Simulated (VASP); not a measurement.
# Mg (P6_3/mmc) in VASP: further runs

The runs below take Mg through single point, relaxation of cell and atoms, with r2SCAN.

Program: VASP 6.6.1. These are calculated values, not measurements. Logs are shortened: lines on timing, memory, paths and dates and some standing lists are left out, and cuts for length are marked.

## (1) The cell of the first run

The structure is hexagonal, space group P6_3/mmc (No. 194). Conventional cell: a = 3.173 Å, b = 3.173 Å, c = 5.177 Å, α = 90.00°, β = 90.00°, γ = 120.00°. Mg (site symmetry -6m2) has 12 Mg at 3.17 Å within 4.2 Å.

## (2) Single point, r2SCAN

POSCAR reads:

```
Mg
1.0
    3.1730842901      0.0000000000      0.0000000000
   -1.5865421451      2.7479716036      0.0000000000
    0.0000000000      0.0000000000      5.1768936093
Mg
2
Direct
    0.3333333333      0.6666666667      0.2500000000
    0.6666666667      0.3333333333      0.7500000000
```

INCAR.step1 reads:

```
SYSTEM = Mg
ALGO = Normal
EDIFF = 1E-4
ENCUT = 520
GGA = PE
ISMEAR = 1
LASPH = .TRUE.
LCHARG = .FALSE.
LREAL = .FALSE.
LWAVE = .TRUE.
NBANDS = 9
NELM = 80
PREC = Accurate
SIGMA = 0.1
```

INCAR.step2 reads:

```
SYSTEM = Mg
ALGO = Normal
EDIFF = 1E-7
ENCUT = 520
ISIF = 2
ISMEAR = 1
ISTART = 1
LASPH = .TRUE.
LCHARG = .TRUE.
LELF = .TRUE.
LMIXTAU = .TRUE.
LREAL = .FALSE.
LVHAR = .TRUE.
LWAVE = .FALSE.
METAGGA = R2SCAN
NBANDS = 9
NELM = 80
PREC = Accurate
SIGMA = 0.1
```

KPOINTS reads:

```
k-points
0
G
  9 9 5
  0 0 0
```

Potentials or basis: VASP PAW PBE potentials, release 64 (Mg).

Launch:

```sh
$ cat potpaw_PBE.64/Mg/POTCAR > POTCAR
$ cp INCAR.step1 INCAR
$ mpirun -np 1 vasp_std > vasp.out
$ cp INCAR.step2 INCAR
$ mpirun -np 1 vasp_std > vasp.out
```

OUTCAR:

```text
SYSTEM = Mg
   EDIFF = 1E-7
   ENCUT = 520
   ISIF = 2
   ISMEAR = 1
   ISTART = 1
   LASPH = .TRUE.
   LREAL = .FALSE.
   METAGGA = R2SCAN
   NELM = 80
   PREC = Accurate

 ion  position               nearest neighbor table
   1  0.333  0.667  0.250-   2 3.17   2 3.17   2 3.17   2 3.17   2 3.17   2 3.17
   2  0.667  0.333  0.750-   1 3.17   1 3.17   1 3.17   1 3.17   1 3.17   1 3.17

  LATTYP: Found a hexagonal cell.
 ALAT       =     3.1730842901
 C/A-ratio  =     1.6315020768

  Lattice vectors:

 A1 = (   3.1730842901,   0.0000000000,   0.0000000000)
 A2 = (  -1.5865421451,   2.7479716036,   0.0000000000)
 A3 = (   0.0000000000,   0.0000000000,   5.1768936093)

Analysis of symmetry for initial positions (statically):
=====================================================================
 Subroutine PRICEL returns:
 Original cell was already a primitive cell.

 Routine SETGRP: Setting up the symmetry group for a
 hexagonal supercell.

 Subroutine GETGRP returns: Found 24 space group operations
 (whereof 12 operations were pure point group operations)
 out of a pool of 24 trial point group operations.

The static configuration has the point symmetry D_3d.
 The point group associated with its full space group is D_6h.

Analysis of symmetry for dynamics (positions and initial velocities):
=====================================================================
 Subroutine PRICEL returns:
 Original cell was already a primitive cell.

 Routine SETGRP: Setting up the symmetry group for a
 hexagonal supercell.

 Subroutine GETGRP returns: Found 24 space group operations
 (whereof 12 operations were pure point group operations)
 out of a pool of 24 trial point group operations.

The dynamic configuration has the point symmetry D_3d.
 The point group associated with its full space group is D_6h.

 Subroutine INISYM returns: Found 24 space group operations
 (whereof 12 operations are pure point group operations),
 and found     1 'primitive' translations

----------------------------------------------------------------------------------------

                                     Primitive cell

  volume of cell :      45.1402

  direct lattice vectors                    reciprocal lattice vectors
     3.173084290  0.000000000  0.000000000     0.315150783  0.181952390  0.000000000
    -1.586542145  2.747971604  0.000000000     0.000000000  0.363904779  0.000000000
     0.000000000  0.000000000  5.176893609     0.000000000  0.000000000  0.193166033

[... 89 lines left out ...]
   ISIF   =      2    stress and relaxation
   ISYM   =      2    0-nonsym 1-usesym 2-fastsym
   POTIM  = 0.5000    time-step for ionic-motion
   TEBEG  =    0.0;   TEEND  =   0.0 temperature during run
   PSTRESS=    0.0 pullay stress
   NELECT =       4.0000    total number of electrons
   NUPDOWN=      -1.0000    fix difference up-down
   EMIN   =  10.00;   EMAX   =-10.00  energy-range for DOS
   EFERMI =   0.00;   METHOD = LEGACY
   ISMEAR =     1;   SIGMA  =   0.10  broadening in eV -4-tet -1-fermi 0-gaus
   EFERMI_NEDOS =   21; number of points for ismear=-14 and -15
   IALGO  =     38    algorithm
   IMIX   =      4    mixing-type and parameters
     AMIX     =   0.40;   BMIX     =  1.00
     AMIX_MAG =   1.60;   BMIX_MAG =  1.00
  volume/ion in A,a.u.               =      22.57       152.31
  Fermi-wavevector in a.u.,A,eV,Ry     =   0.729862  1.379238  7.247794  0.532698
  Thomas-Fermi vector in A             =   1.821689
   LORBIT       =      0    0 simple, 1 ext, 2 COOP (PROOUT), +10 PAW based schemes
   METAGGA = R2SCAN    functional components
   LHFCALC =     F    Hartree Fock is set to
   AEXX    =    0.0000 exact exchange contribution
   IVDW    =     0    specifies the selected vdW correction
   LEPSILON=     F    determine dielectric tensor
   LRPA    =     F    only Hartree local field effects (RPA)
 non-spin polarized calculation
 Methfessel and Paxton  Order N= 1 SIGMA  =   0.10
  energy-cutoff  :      520.00
  volume of cell :       45.14
 maximum number of plane-waves:      1226
 NGX is ok and might be reduce to    24
   NGX = 11   NGY = 11   NGZ = 19

 number of electron       4.0000000 magnetization

 Free energy of the ion-electron system (eV)
  ---------------------------------------------------
  ext. energy  EPLUGINS =         0.00000000
  ---------------------------------------------------
  free energy    TOTEN  =        -8.29192584 eV

  energy without entropy =       -8.29127102  energy(sigma->0) =       -8.29170757

 E-fermi :   2.7358     XC(G=0):  -9.0942

 val. band max:        2.4722031195   @ k =   0.2222   0.1111   0.0000
 cond. band min:       2.7372562846   @ k =   0.4444  -0.0000   0.4000
 fundamental gap:      0.2650531651
 Fermi energy:         2.7358296403

 k-point     1 :       0.0000    0.0000    0.0000
  band No.  band energies     occupation
      1      -4.7289      2.00000
      2       0.7724      2.00000
      3       1.4931      2.00000
      4      14.5942      0.00000
      5      14.5943      0.00000
      6      14.8004      0.00000
      7      14.8004      0.00000
      8      15.4088      0.00000
      9      17.4186      0.00000
[... 265 lines left out ...]
 k-point    24 :       0.3333    0.3333    0.2000
  band No.  band energies     occupation
      1       2.1640      2.00000
      2       2.3559      2.00000
      3       2.3559      2.00000
      4       5.5320      0.00000
      5       6.0910      0.00000
      6       6.0910      0.00000
      7      10.0656      0.00000
      8      11.0054      0.00000
      9      11.0054      0.00000

 [... further k-points ...]

------------------------ aborting loop because EDIFF is reached ----------------------------------------

  FORCE on cell =-STRESS in cart. coord.  units (eV):
  Direction    XX          YY          ZZ          XY          YZ          ZX
  --------------------------------------------------------------------------------------
  -------------------------------------------------------------------------------------
  Total       -0.0691696     -0.0691696     -0.0846383      0.0000000      0.0000000      0.0000000
  in kB       -2.4550624     -2.4550624     -3.0041012      0.0000000      0.0000000      0.0000000
  external PRESSURE =      -2.6380754 kB  Pullay stress =       0.0000000 kB

 VOLUME and BASIS-vectors are now :
 -----------------------------------------------------------------------------
  energy-cutoff  :      520.00
  volume of cell :       45.14
      direct lattice vectors                 reciprocal lattice vectors
     3.173084290  0.000000000  0.000000000     0.315150783  0.181952390  0.000000000
    -1.586542145  2.747971604  0.000000000     0.000000000  0.363904779  0.000000000
     0.000000000  0.000000000  5.176893609     0.000000000  0.000000000  0.193166033

 POSITION                                       TOTAL-FORCE (eV/Angst)
 -----------------------------------------------------------------------------------
     -0.00000      1.83198      1.29422         0.000000     -0.000000      0.000000
      1.58654      0.91599      3.88267        -0.000000      0.000000      0.000000
 -----------------------------------------------------------------------------------
    total drift:                                0.000000     -0.000000      0.000000

  FREE ENERGIE OF THE ION-ELECTRON SYSTEM (eV)
  ---------------------------------------------------
  free  energy   TOTEN  =        -8.2919258445 eV

  energy  without entropy=       -8.2912710230  energy(sigma->0) =       -8.29170757
```

Wall time 18 s (1 thread of Intel Xeon 6975P-C (Granite Rapids), shared host); peak memory 0.16 GiB.

What came out:

| Quantity | Value |
| --- | --- |
| Free energy | -8.2919 eV |
| Pressure | -0.3 GPa |
| Band gap on the k mesh | zero (band 2 reaches 3.69 eV, above the bottom of band 3 at 1.49 eV) |

Levels at points of the mesh, in eV from the Fermi level:
```
           k point  band 1  band 2  band 3  band 4  band 5  band 6
(0.00, 0.00, 0.00)   -7.46   -1.96   -1.24   11.86   11.86   12.06
```

Caveat: the PAW data sets were made with another functional, which shifts forces and pressure a little.

## (3) Relaxation of cell and atoms, r2SCAN

This run uses another cell than the first one, of 23.24 Å³/atom, 1.030 times its volume.

POSCAR reads:

```
Mg
1.0
    3.2093000000      0.0000000000      0.0000000000
   -1.6046500000      2.7793353300      0.0000000000
    0.0000000000      0.0000000000      5.2103000000
Mg
2
Direct
    0.3333333333      0.6666666667      0.2500000000
    0.6666666667      0.3333333333      0.7500000000
```

INCAR.step1 reads:

```
PREC = Accurate ; ENCUT = 600
ISMEAR = 1 ; SIGMA = 0.1
LREAL = F ; LASPH = T
NELM = 80 ; GGA = PE
ALGO = Normal ; EDIFF = 1E-4
LWAVE = T ; LCHARG = F
```

INCAR.step2 reads:

```
PREC = Accurate ; ENCUT = 600
EDIFF = 1E-6 ; ISMEAR = 1
SIGMA = 0.1 ; LREAL = F
LASPH = T ; NELM = 80
ALGO = Normal ; ISIF = 3
LWAVE = F ; LCHARG = F
METAGGA = R2SCAN ; LMIXTAU = T
IBRION = 2 ; NSW = 60
EDIFFG = -0.02 ; ISTART = 1
```

KPOINTS reads:

```
regular mesh
0
Gamma
  9 9 5
```

Potentials or basis: VASP PAW PBE potentials, release 64 (Mg).

Launch:

```sh
$ cat potpaw_PBE.64/Mg/POTCAR > POTCAR
$ cp INCAR.step1 INCAR
$ mpirun -np 1 vasp_std > vasp.out
$ cp INCAR.step2 INCAR
$ mpirun -np 1 vasp_std > vasp.out
```

OUTCAR:

```text
PREC = Accurate
   ENCUT = 600
   EDIFF = 1E-6
   ISMEAR = 1
   LREAL = F
   LASPH = T
   NELM = 80
   ISIF = 3
   METAGGA = R2SCAN
   IBRION = 2
   NSW = 60
   EDIFFG = -0.02
   ISTART = 1

 ion  position               nearest neighbor table
   1  0.333  0.667  0.250-   2 3.20   2 3.20   2 3.20   2 3.20   2 3.20   2 3.20
   2  0.667  0.333  0.750-   1 3.20   1 3.20   1 3.20   1 3.20   1 3.20   1 3.20

  LATTYP: Found a hexagonal cell.
 ALAT       =     3.2093000000
 C/A-ratio  =     1.6235004518

  Lattice vectors:

 A1 = (   3.2093000000,   0.0000000000,   0.0000000000)
 A2 = (  -1.6046500000,   2.7793353300,   0.0000000000)
 A3 = (   0.0000000000,   0.0000000000,   5.2103000000)

Analysis of symmetry for initial positions (statically):
=====================================================================
 Subroutine PRICEL returns:
 Original cell was already a primitive cell.

 Routine SETGRP: Setting up the symmetry group for a
 hexagonal supercell.

 Subroutine GETGRP returns: Found 24 space group operations
 (whereof 12 operations were pure point group operations)
 out of a pool of 24 trial point group operations.

The static configuration has the point symmetry D_3d.
 The point group associated with its full space group is D_6h.

Analysis of symmetry for dynamics (positions and initial velocities):
=====================================================================
 Subroutine PRICEL returns:
 Original cell was already a primitive cell.

 Routine SETGRP: Setting up the symmetry group for a
 hexagonal supercell.

 Subroutine GETGRP returns: Found 24 space group operations
 (whereof 12 operations were pure point group operations)
 out of a pool of 24 trial point group operations.

The dynamic configuration has the point symmetry D_3d.
 The point group associated with its full space group is D_6h.

 Subroutine INISYM returns: Found 24 space group operations
[... 128 lines left out ...]
 conjugate gradient relaxation of ions
 non-spin polarized calculation
 Methfessel and Paxton  Order N= 1 SIGMA  =   0.10
  energy-cutoff  :      600.00
  volume of cell :       46.47
 maximum number of plane-waves:      1568
 NGX is ok and might be reduce to    28
   NGX = 13   NGY = 13   NGZ = 21

--------------------------------------- Ionic step        1  -------------------------------------------

 number of electron       4.0000000 magnetization

 Free energy of the ion-electron system (eV)
  ---------------------------------------------------
  ext. energy  EPLUGINS =         0.00000000
  ---------------------------------------------------
  free energy    TOTEN  =        -8.28510807 eV

  energy without entropy =       -8.28482445  energy(sigma->0) =       -8.28501353

------------------------ aborting loop because EDIFF is reached ----------------------------------------

  FORCE on cell =-STRESS in cart. coord.  units (eV):
  Direction    XX          YY          ZZ          XY          YZ          ZX
  --------------------------------------------------------------------------------------
  -------------------------------------------------------------------------------------
  Total       -0.4424871     -0.4424871     -0.2912625     -0.0000000      0.0000000      0.0000000
  in kB      -15.2544717    -15.2544717    -10.0410973     -0.0000000      0.0000000      0.0000000
  external PRESSURE =     -13.5166802 kB  Pullay stress =       0.0000000 kB
[... 59 lines left out ...]
--------------------------------------- Ionic step        3  -------------------------------------------

 number of electron       4.0000000 magnetization

 Free energy of the ion-electron system (eV)
  ---------------------------------------------------
  ext. energy  EPLUGINS =         0.00000000
  ---------------------------------------------------
  free energy    TOTEN  =        -8.29246184 eV

  energy without entropy =       -8.29177052  energy(sigma->0) =       -8.29223140

 E-fermi :   2.7680     XC(G=0):  -9.1144

 val. band max:        2.5017368853   @ k =   0.2222   0.0000   0.0000
 cond. band min:       2.7703503186   @ k =   0.4444   0.0000   0.4000
 fundamental gap:      0.2686134333
 Fermi energy:         2.7680037769

 k-point     1 :       0.0000    0.0000    0.0000
  band No.  band energies     occupation
      1      -4.7241      2.00000
      2       0.7961      2.00000
      3       1.5291      2.00000
      4      14.6596      0.00000
      5      14.6596      0.00000
      6      14.8779      0.00000
[... 199 lines left out ...]
 k-point    24 :       0.3333    0.3333    0.2000
  band No.  band energies     occupation
      1       2.1883      2.00000
      2       2.3861      2.00000
      3       2.3861      2.00000
      4       5.5699      0.00000
      5       6.1397      0.00000
      6       6.1397      0.00000

 [... further k-points ...]

------------------------ aborting loop because EDIFF is reached ----------------------------------------

  FORCE on cell =-STRESS in cart. coord.  units (eV):
  Direction    XX          YY          ZZ          XY          YZ          ZX
  --------------------------------------------------------------------------------------
  -------------------------------------------------------------------------------------
  Total       -0.0038476     -0.0038476     -0.0052592      0.0000000     -0.0000000      0.0000000
  in kB       -0.1374057     -0.1374057     -0.1878178      0.0000000     -0.0000000      0.0000000
  external PRESSURE =      -0.1542097 kB  Pullay stress =       0.0000000 kB
[... 17 lines left out ...]
  FREE ENERGIE OF THE ION-ELECTRON SYSTEM (eV)
  ---------------------------------------------------
  free  energy   TOTEN  =        -8.2924618447 eV

  energy  without entropy=       -8.2917705220  energy(sigma->0) =       -8.29223140

 reached required accuracy - stopping structural energy minimisation
```

It took 46 s on 1 thread of Intel Xeon 6975P-C (Granite Rapids), shared host; peak memory 0.2 GiB.

Results:

```
Free energy                            : -8.2925 eV
Relaxed volume                         : 22.43 Å³/atom
Relaxed cell                           : a = 3.167 Å, b = 3.167 Å, c = 5.165 Å, α = 90.00°, β = 90.00°, γ = 120.00°
Space group after relaxing (to 0.05 Å) : P6_3/mmc (No. 194)
Energy gained by relaxing              : 3.7 meV/atom
Ionic steps                            : 3
Pressure after relaxing                : 0.0 GPa
Band gap on the k mesh                 : zero (band 2 reaches 3.72 eV, above the bottom of band 3 at 1.53 eV)
```

The path:
| step | energy change (eV) | largest force (eV/Å) | pressure (GPa) | volume (Å³) |
| --- | --- | --- | --- | --- |
| 1 | 0.0000 | 0.0000 | -1.35 | 46.47 |
| 2 | -0.0070 | 0.0000 | -0.29 | 45.17 |
| 3 | -0.0074 | 0.0000 | -0.02 | 44.86 |

Final structure:
```
Mg
1.0
     3.16696    0.00000    0.00000
    -1.58348    2.74267    0.00000
     0.00000    0.00000    5.16506
Mg
2
Direct
  0.33333 0.66667 0.25000
  0.66667 0.33333 0.75000
```

Caveat: the PAW data sets were made with another functional, which shifts forces and pressure a little.
